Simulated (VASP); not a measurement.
Here is a VASP 6.6.1 calculation.

Contents of POSCAR:

```
BN
1.0
    0.0000000000      1.7739629383      1.8048254535
    1.7739629383      0.0000000000      1.8048254535
    1.7739629383      1.7739629383      0.0000000000
B N
1 1
Direct
    0.0000000000      0.0000000000      0.0000000000
    0.2500000000      0.2500000000      0.2500000000
```

The input INCAR.step1:

```
SYSTEM = BN
PREC = Accurate
ENCUT = 520
ISMEAR = 0
SIGMA = 0.01
LREAL = .False.
LASPH = .True.
NELM = 60
NBANDS = 11
GGA = PE
ALGO = Normal
EDIFF = 1E-4
LWAVE = .True.
LCHARG = .False.
```

The input INCAR.step2:

```
SYSTEM = BN
PREC = Accurate
ENCUT = 520
EDIFF = 1E-6
ISMEAR = 0
SIGMA = 0.01
LREAL = .False.
LASPH = .True.
NELM = 60
ALGO = Normal
ISIF = 2
LWAVE = .False.
LCHARG = .True.
METAGGA = R2SCAN
LMIXTAU = .True.
LELF = .True.
LVHAR = .True.
NBANDS = 11
ISTART = 1
```

KPOINTS

```
regular mesh
0
Gamma
  12 12 12
  0 0 0
```

Potentials or basis: VASP PAW PBE potentials, release 64 (B, N).

Command:

```console
$ cat potpaw_PBE.64/B/POTCAR potpaw_PBE.64/N/POTCAR > POTCAR
$ cp INCAR.step1 INCAR
$ mpirun -np 1 vasp_std > vasp.out
$ cp INCAR.step2 INCAR
$ mpirun -np 1 vasp_std > vasp.out
```

**Question.** What does it give for the pressure?

**Answer.** 15.7 GPa.

**Question.** Predict the band gap on the k mesh.

**Answer.** 4.86 eV, indirect (least direct gap 9.62 eV).

Stress tensor (GPa, compression positive):
```
19.61  0.00  0.00
 0.00 19.61  0.00
 0.00  0.00  7.80
```

Caveat: the cell differs from its parent crystal (biaxial xy strain -1.7%); the PAW data sets were made with another functional, which shifts forces and pressure a little. A k mesh can miss the band edges.
